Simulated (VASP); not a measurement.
# Sb: single point with PBE

System: Sb, a sheet with vacuum.

```
CELL_PARAMETERS angstrom
3.13334 0.00000 0.00000
0.00000 3.13334 0.00000
0.00000 0.00000 31.36000
ATOMIC_POSITIONS crystal
Sb 0.00000 0.00000 0.24201
Sb 0.00000 0.00000 0.33197
```

```json
{
 "Program": "VASP 6.6.1",
 "Task": "single point",
 "Functional": "PBE",
 "Potentials or basis": "VASP PAW PBE potentials, release 64 (Sb)",
 "Cutoff": "520 eV",
 "k mesh": "9 × 9 × 1",
 "Occupations": "fermi-dirac, width 0.05 eV",
 "Spin": "no spin polarisation",
 "Dipole correction": "no",
 "Further INCAR settings": "ALGO = Normal; EDIFF = 1e-06; NBANDS = 12"
}
```

* Largest force: 0.053 eV/Å
* Band gap on the k mesh: zero (bands 5 and 6 overlap by 4.77 eV)

Forces on the atoms (eV/Å):
```
Sb   0.000  0.000 -0.053
Sb   0.000  0.000  0.053
```

Levels at points of the mesh, in eV from the Fermi level:
```tsv
k point	band 3	band 4	band 5	band 6	band 7	band 8
(0.00, 0.00, 0.00)	-4.20	0.03	3.12	3.12	3.17	3.65
```

It took 100 s on 1 thread of Intel Xeon 8259CL, with other jobs on the host, peak memory 0.37 GiB.

Caveat: spin-orbit coupling is left out, which moves the levels of the heavy elements.
